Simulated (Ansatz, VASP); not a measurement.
# One calculation of Ti3SnO8, two programs

```
Ti Sn O
1.0
     3.83993    0.00000    0.00000
     0.00000    3.83993    0.00000
     0.00000    0.00000   10.03839
Ti Sn O
3 1 8
Cartesian
  0.0000 0.0000 0.0000
  0.0000 1.9200 2.3814
  1.9200 0.0000 7.6569
  1.9200 1.9200 5.0192
  0.0000 0.0000 1.9817
  1.9200 1.9200 7.1954
  0.0000 1.9200 4.4077
  1.9200 0.0000 9.6356
  0.0000 1.9200 0.4028
  1.9200 0.0000 5.6307
  0.0000 0.0000 8.0567
  1.9200 1.9200 2.8430
```

Alike in both runs: functional PBE; k mesh 8 × 8 × 4; occupations gaussian, width 0.02 eV; no spin polarisation.

Ansatz relaxed the structure, and its values are those at the end. VASP's run is a single point on that final structure, the one shown.

|  | VASP | Ansatz |
| --- | --- | --- |
| version | VASP 6.6.1 | Ansatz 0.2.0 |
| potentials or method | VASP PAW PBE potentials, release 64 (Ti_sv, Sn_d, O), cutoff 520 eV | scalar-relativistic, plane waves, PAW |
| valence electrons in the cell | 98 | 98 |

|  | VASP | Ansatz | Ansatz less VASP |
| --- | --- | --- | --- |
| gap on the k mesh at the Fermi level (eV) | 2.11 | 2.13 | +0.022 |
| least direct gap on the mesh (eV) | 2.27 | 2.29 | +0.021 |
| pressure (GPa) | 0.6 | 0.0 | -0.61 |
| rms of the force components (eV/Å) | 0.011 | 0.001 | -0.0098 |
